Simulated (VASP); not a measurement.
Here is a VASP 6.6.1 calculation.

INCAR

```
  PREC = Accurate
  ENCUT = 520
  EDIFF = 1E-6
  ISMEAR = -1
  SIGMA = 0.05
  LREAL = F
  LASPH = T
  NELM = 60
  ALGO = Normal
  ISIF = 2
  LWAVE = F
  LCHARG = F
  GGA = PS
  NBANDS = 20
```

File KPOINTS:

```
Automatic mesh
0
Gamma
  4 4 4
```

POSCAR

```
WS2
1.0
    1.5790000000      0.9116360000      6.1633330000
   -1.5790000000      0.9116360000      6.1633330000
    0.0000000000     -1.8232720000      6.1633330000
W S
1 2
Direct
    0.0000000000      0.0000000000      0.0000000000
    0.2497000000      0.2497000000      0.2497000000
    0.4190000000      0.4190000000      0.4190000000
```

Potentials or basis: VASP PAW PBE potentials, release 64 (W_sv, S).

The run is started by

```console
$ cat potpaw_PBE.64/W_sv/POTCAR potpaw_PBE.64/S/POTCAR > POTCAR
$ mpirun -np 1 vasp_std > vasp.out
```

Q: Predict the pressure.

A: -0.9 GPa.

Q: Predict the band gap on the k mesh.

A: 1.34 eV (least direct gap 2.31 eV).

Forces on the atoms (eV/Å):
```
W    0.000  0.000  0.590
S    0.000  0.000 -0.179
S    0.000  0.000 -0.411
```

Caveat: the k points lie up to 0.58 Å⁻¹ apart; the PAW data sets were made with another functional, which shifts forces and pressure a little; spin-orbit coupling is left out, which moves the levels of the heavy elements. Expect the measured gap to be larger: semilocal functionals such as PBEsol lack the derivative discontinuity.
